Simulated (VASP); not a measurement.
NaI:

```
CELL_PARAMETERS angstrom
-0.19378 3.19742 3.19742
3.19742 -0.19378 3.19742
3.19742 3.19742 -0.19378
ATOMIC_POSITIONS crystal
Na 0.00000 0.00000 0.00000
I 0.50000 0.50000 0.50000
```

This cell differs from its parent crystal: epitaxial 111 strain +5.0%.

Base run:

```yaml
Program: VASP 6.6.1
Functional: PBE
Potentials_or_basis: VASP PAW PBE potentials, release 64 (Na_pv, I)
Cutoff: 520 eV
k_mesh: 4 × 4 × 4
Occupations: gaussian, width 0.01 eV
Spin: no spin polarisation
```

Its results: band gap on the k mesh 3.25 eV; pressure -0.3 GPa.

Q: The run is repeated on the same cell with these changes: functional from PBE to HSE06; further incar settings from ALGO = Normal; EDIFF = 1e-06; NBANDS = 14 to ALGO = Normal; EDIFF = 1e-07; NBANDS = 14. What comes out?

A: Band gap on the k mesh 4.24 eV; pressure -0.6 GPa.

Caveats: spin-orbit coupling is left out, which moves the levels of the heavy elements; the PAW data sets were made with another functional, which shifts forces and pressure a little (at least some runs).

